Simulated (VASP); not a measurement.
Crystal: SiC.

```
CELL_PARAMETERS angstrom
0.00000 2.17700 2.17700
2.17700 0.00000 2.17700
2.17700 2.17700 0.00000
ATOMIC_POSITIONS crystal
Si 0.25000 0.25000 0.25000
C 0.00000 0.00000 0.00000
```

Base run:

| Quantity | Value |
| --- | --- |
| Program | VASP 6.6.1 |
| Functional | r2SCAN |
| Potentials or basis | VASP PAW PBE potentials, release 64 (Si, C) |
| Cutoff | 660 eV |
| k mesh | 9 × 9 × 9 |
| Occupations | gaussian, width 0.01 eV |
| Spin | no spin polarisation |

Its results: band gap on the k mesh 1.88 eV, indirect (least direct gap 5.15 eV); pressure 0.0 GPa.

Question: The run is repeated on the same cell with these changes: functional from r2SCAN to LDA; potentials or basis from VASP PAW PBE potentials, release 64 (Si, C) to VASP PAW LDA potentials, release 64 (Si, C); cutoff from 660 eV to 600 eV. What comes out?

Answer: Band gap on the k mesh 1.45 eV, indirect (least direct gap 4.58 eV); pressure -3.6 GPa.

Caveats: the PAW data sets were made with another functional, which shifts forces and pressure a little (some runs).

A k mesh can miss the band edges.
